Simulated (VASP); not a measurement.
Wanted: the native input for a VASP 6.6.1 run.

```yaml
Task: single point
Functional: PBE
Potentials_or_basis: VASP PAW PBE potentials, release 64 (Pb_d, Te)
Cutoff: 520 eV
k_mesh: 8 × 8 × 8
Occupations: fermi-dirac, width 0.02 eV
Spin: no spin polarisation
Dipole_correction: no
Further_INCAR_settings: ALGO = Normal; EDIFF = 1e-06; NBANDS = 17
```

The structure of TePb lies in POSCAR:

```
TePb
1.0
    0.0000000000      3.4312286796      3.2483639977
    3.4312286796      0.0000000000      3.2483639977
    3.4312286796      3.4312286796      0.0000000000
Pb Te
1 1
Direct
    0.0000000000      0.0000000000      0.0000000000
    0.5000000000      0.5000000000      0.5000000000
```

This cell differs from its parent crystal: epitaxial xy strain +5.0%.

These files were run (other wordings do the same):

INCAR

```
ALGO     = Normal         # electronic algorithm
EDIFF    = 1E-6           # SCF threshold, eV
ENCUT    = 520            # plane-wave cutoff, eV
GGA      = PE             # functional
ISIF     = 2              # what is computed and relaxed
ISMEAR   = -1             # smearing method
LASPH    = True           # aspherical terms in the spheres
LCHARG   = False          # write CHGCAR
LREAL    = False          # projectors in reciprocal space
LWAVE    = False          # write WAVECAR
NBANDS   = 17             # bands
NELM     = 80             # most SCF steps
PREC     = Accurate       # precision mode
SIGMA    = 0.02           # smearing width, eV
```

KPOINTS

```
k-points
0
Gamma
  8 8 8
```

Potentials or basis: VASP PAW PBE potentials, release 64 (Pb_d, Te).

The run is started by

```sh
$ cat potpaw_PBE.64/Pb_d/POTCAR potpaw_PBE.64/Te/POTCAR > POTCAR
$ mpirun -np 1 vasp_std > vasp.out
```

It gave:

| Property | Result |
| --- | --- |
| Pressure | -2.2 GPa |
| Band gap on the k mesh | 0.83 eV, direct |

Caveat: the cell differs from its parent crystal (epitaxial xy strain +5.0%); spin-orbit coupling is left out, which moves the levels of the heavy elements.

It took 35 s on 1 thread of Intel(R) Xeon(R) 6975P-C (Granite Rapids) (shared host), peak memory 0.25 GiB.
